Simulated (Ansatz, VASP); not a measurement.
## Two plane-wave programs on Rh

File INCAR:

```
  ALGO = Fast
  EDIFF = 1E-6
  ENCUT = 520
  GGA = CA
  ISIF = 2
  ISMEAR = 0
  LASPH = True
  LCHARG = False
  LREAL = False
  LWAVE = False
  NBANDS = 14
  NELM = 80
  PREC = Accurate
  SIGMA = 0.15
```

Contents of KPOINTS:

```
k-points
0
Gamma
  22 22 22
```

Contents of POSCAR:

```
Rh
1.0
    0.0000000000      1.8440969110      2.1520610952
    1.8440969110      0.0000000000      2.1520610952
    1.8440969110      1.8440969110      0.0000000000
Rh
1
Direct
    0.0000000000      0.0000000000      0.0000000000
```

Input for Ansatz:

```yaml
crystal:
  lattice:
    - [0.0, 1.844096911, 2.1520610952]
    - [1.844096911, 0.0, 2.1520610952]
    - [1.844096911, 1.844096911, 0.0]
  atoms:
    - { symbol: Rh, position: [0.0, 0.0, 0.0] }
basis:
  ecutwfc: 420
kpoints:
  mp_grid: { grid: [22, 22, 22] }
hamiltonian:
  xc: lda
  pseudopotentials: { kind: paw, azcp: { folder: soft_1 } }
scf:
  occupations: { method: gaussian, width: 0.15 }
output:
  forces: true
  stress: true
  eigenvalues: true
```

Alike in both runs: task single point; functional LDA; k mesh 22 × 22 × 22; occupations gaussian, width 0.15 eV; no spin polarisation.

|  | VASP | Ansatz |
| --- | --- | --- |
| version | VASP 6.6.1 | Ansatz 0.2.0 |
| potentials or method | VASP PAW LDA potentials, release 64 (Rh_pv), cutoff 520 eV | scalar-relativistic, plane waves, PAW |
| valence electrons in the cell | 15 | 17 |

```tsv
	VASP	Ansatz	Ansatz less VASP
gap on the k mesh at the Fermi level (eV)	none	none	-
pressure (GPa)	-20.5	-21.0	-0.51
traceless stress, the component that is largest in VASP (GPa)	-19.44	-19.46	-0.022
```

Ansatz warns that its potentials were made for another functional, while VASP's fit it. LDA's correlation is that of Perdew and Zunger in VASP and of Perdew and Wang (1992) in Ansatz. A gap of «none» marks a metal or a gap that the smearing closes. VASP's potentials hold 15 valence electrons a cell and Ansatz's 17, so a difference there can come from the potentials and not from the codes.
